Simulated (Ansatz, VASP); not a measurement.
# MgO in VASP and in Ansatz

```
Mg O
1.0
     5.52307    0.00000    0.00000
     0.00000    5.52307    0.00000
     0.00000    0.00000    5.52307
Mg O
6 6
Direct
  0.25000 0.01075 0.50000
  0.00000 0.48925 0.25000
  0.50000 0.75000 0.00000
  0.75000 0.01075 0.50000
  0.00000 0.48925 0.75000
  0.50000 0.25000 0.00000
  0.25000 0.52810 0.00000
  0.50000 0.97190 0.25000
  0.00000 0.75000 0.50000
  0.75000 0.52810 0.00000
  0.50000 0.97190 0.75000
  0.00000 0.25000 0.50000
```

Change from the starting cell: mode 14 frozen in at -0.014 Å and mode 24 at +0.144 Å (largest displacements).

Alike in both runs: task single point; functional LDA; k mesh 4 × 4 × 4; occupations gaussian, width 0.05 eV; no spin polarisation.

|  | VASP | Ansatz |
| --- | --- | --- |
| version | VASP 6.6.1 | Ansatz 0.2.0 |
| potentials or method | VASP PAW LDA potentials, release 64 (Mg, O), cutoff 520 eV | scalar-relativistic, plane waves, PAW |
| valence electrons in the cell | 48 | 96 |

Ansatz gave:

| Quantity | Value |
| --- | --- |
| gap on the k mesh at the Fermi level (eV) | 2.62 |
| least direct gap on the mesh (eV) | 2.62 |
| pressure (GPa) | 0.8 |
| traceless stress, the component that is largest in VASP (GPa) | -0.69 |
| rms of the force components (eV/Å) | 0.952 |

**Question.** Which values does VASP return?

**Answer.** gap on the k mesh at the Fermi level (eV): 2.60; least direct gap on the mesh (eV): 2.61; pressure (GPa): 0.1; traceless stress, the component that is largest in VASP (GPa): -0.68; rms of the force components (eV/Å): 0.975.

Ansatz warns that its potentials were made for another functional, while VASP's fit it. LDA's correlation is that of Perdew and Zunger in VASP and of Perdew and Wang (1992) in Ansatz. Atom by atom the forces differ by 0.024 eV/Å (rms over components). VASP's potentials hold 48 valence electrons a cell and Ansatz's 96, so a difference there can come from the potentials and not from the codes.
